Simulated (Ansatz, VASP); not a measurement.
## BN in VASP and in Ansatz

File INCAR:

```
SYSTEM = BN
ALGO = Normal ; EDIFF = 1E-6
ENCUT = 520 ; GGA = PE
ISIF = 2 ; ISMEAR = 0
IVDW = 12 ; LASPH = .True.
LCHARG = .False. ; LREAL = .False.
LWAVE = .False. ; NBANDS = 26
NELM = 80 ; PREC = Accurate
SIGMA = 0.05
```

Contents of KPOINTS:

```
k-points
0
Gamma
  6 6 6
  0 0 0
```

POSCAR

```
BN
1.0
   -0.0004223957     -0.0156035420      4.3897733902
    2.5370843562      3.3296573993      2.1826296396
   -2.5071863365      3.3068891842      2.1831180294
B N
4 4
Direct
    0.5414933940      0.6820581184      0.2389285489
    0.5157558602      0.3028964355      0.7573098674
    0.0033726308      0.4647613833      0.3632383827
   -0.0008693844      1.0803073601      0.0234354582
    0.1986070842      0.7631705054      0.2433703454
    0.1879196674      0.3432174853      0.6534410853
    0.7252587941      0.4579341220      0.5299885018
    0.4952619138     -0.0943454100      0.1902878103
```

Input for Ansatz:

```yaml
crystal:
  lattice:
    - [-0.0004223957, -0.015603542, 4.3897733902]
    - [2.5370843562, 3.3296573993, 2.1826296396]
    - [-2.5071863365, 3.3068891842, 2.1831180294]
  atoms:
    - { symbol: B, position: [0.541493394, 0.6820581184, 0.2389285489] }
    - { symbol: B, position: [0.5157558602, 0.3028964355, 0.7573098674] }
    - { symbol: B, position: [0.0033726308, 0.4647613833, 0.3632383827] }
    - { symbol: B, position: [-0.0008693844, 1.0803073601, 0.0234354582] }
    - { symbol: "N", position: [0.1986070842, 0.7631705054, 0.2433703454] }
    - { symbol: "N", position: [0.1879196674, 0.3432174853, 0.6534410853] }
    - { symbol: "N", position: [0.7252587941, 0.457934122, 0.5299885018] }
    - { symbol: "N", position: [0.4952619138, -0.09434541, 0.1902878103] }
basis:
  ecutwfc: 420
kpoints:
  mp_grid: { grid: [6, 6, 6] }
hamiltonian:
  xc: pbe
  dispersion: d3bj
scf:
  occupations: { method: gaussian, width: 0.05 }
output:
  forces: true
  stress: true
  eigenvalues: true
```

Change from the starting cell: all atoms moved at random (sigma 0.3 Å a component), cell strained at random (sigma 0.01).

Alike in both runs: task single point; functional PBE; dispersion D3(BJ); k mesh 6 × 6 × 6; occupations gaussian, width 0.05 eV; no spin polarisation.

|  | VASP | Ansatz |
| --- | --- | --- |
| version | VASP 6.6.1 | Ansatz 0.2.0 |
| potentials or method | VASP PAW PBE potentials, release 64 (B, N), cutoff 520 eV | scalar-relativistic, plane waves, PAW |
| valence electrons in the cell | 32 | 32 |

Ansatz gave:

- gap on the k mesh at the Fermi level (eV): none
- pressure (GPa): 82.7
- traceless stress, the component that is largest in VASP (GPa): 68.04
- rms of the force components (eV/Å): 24.544

Task: What did VASP give for the same quantities?

Result: gap on the k mesh at the Fermi level (eV): none; pressure (GPa): 85.5; traceless stress, the component that is largest in VASP (GPa): 71.73; rms of the force components (eV/Å): 25.685.

Atom by atom the forces differ by 1.174 eV/Å (rms over components). A gap of «none» marks a metal or a gap that the smearing closes. Both programs put the cell under a high pressure, so it lies far from rest at this level.

Noted on VASP's run: the cell as given lies far from equilibrium.
